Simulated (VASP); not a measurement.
Wanted: the native input for a VASP 6.6.1 run.

| Item | Value |
| --- | --- |
| Task | single point |
| Functional | PBEsol |
| Potentials or basis | VASP PAW PBE potentials, release 64 (Zn, O) |
| Cutoff | 520 eV |
| k mesh | 2 × 3 × 3 |
| Occupations | fermi-dirac, width 0.05 eV |
| Spin | no spin polarisation |
| Dipole correction | no |
| Further INCAR settings | LREAL = Auto; ALGO = Normal; EDIFF = 1e-06; NBANDS = 82 |

The structure of Zn8O7 (a cell with a defect) lies in POSCAR:

```
Zn8O7
1.0
   -3.2200000000     -5.5772040000      0.0000000000
    4.8300000000     -2.7886020000      0.0000000000
    0.0000000000      0.0000000000      5.2000000000
Zn O
8 7
Direct
    0.4955078640      0.3345950978     -0.0072580769
    0.4759202943      0.6809994509      0.4899490385
    0.2499999870      0.8343306332      0.0509996154
    0.2500000336      0.1275348050      0.4869255769
    0.0044922270      0.3345952321     -0.0072580769
    0.0240797007      0.6809995106      0.4899490385
    0.7500000249      0.8322929773     -0.0064246154
    0.7500000285      0.1726029175      0.4927959615
    0.4906835172      0.3357596119      0.3784448077
    0.4907656478      0.6730174712      0.8753932692
    0.2499999539      0.1521641515      0.8718796154
    0.0093163569      0.3357595588      0.3784448077
    0.0092343705      0.6730175306      0.8753932692
    0.7500000494      0.8287753952      0.3797980769
    0.7499999083      0.1702216780      0.8759680769
```

One way to write it, as run:

INCAR

```
PREC = Accurate
ENCUT = 520
EDIFF = 1E-6
ISMEAR = -1
SIGMA = 0.05
LREAL = Auto
LASPH = T
NELM = 80
ALGO = Normal
ISIF = 2
LWAVE = F
LCHARG = F
GGA = PS
NBANDS = 82
```

KPOINTS

```
Automatic mesh
0
Gamma
  2 3 3
```

Potentials or basis: VASP PAW PBE potentials, release 64 (Zn, O).

Launch:

```bash
$ cat potpaw_PBE.64/Zn/POTCAR potpaw_PBE.64/O/POTCAR > POTCAR
$ mpirun -np 1 vasp_std > vasp.out
```

Results of the run:

The pressure is -5.2 GPa, the largest force is 0.064 eV/Å and the band gap on the k mesh is 1.46 eV.

Caveat: the k points lie up to 0.49 Å⁻¹ apart; the PAW data sets were made with another functional, which shifts forces and pressure a little.

It took 3.3 min on 1 thread of AMD EPYC 9R45 96-Core Processor (Zen 5) (shared host), peak memory 0.29 GiB.
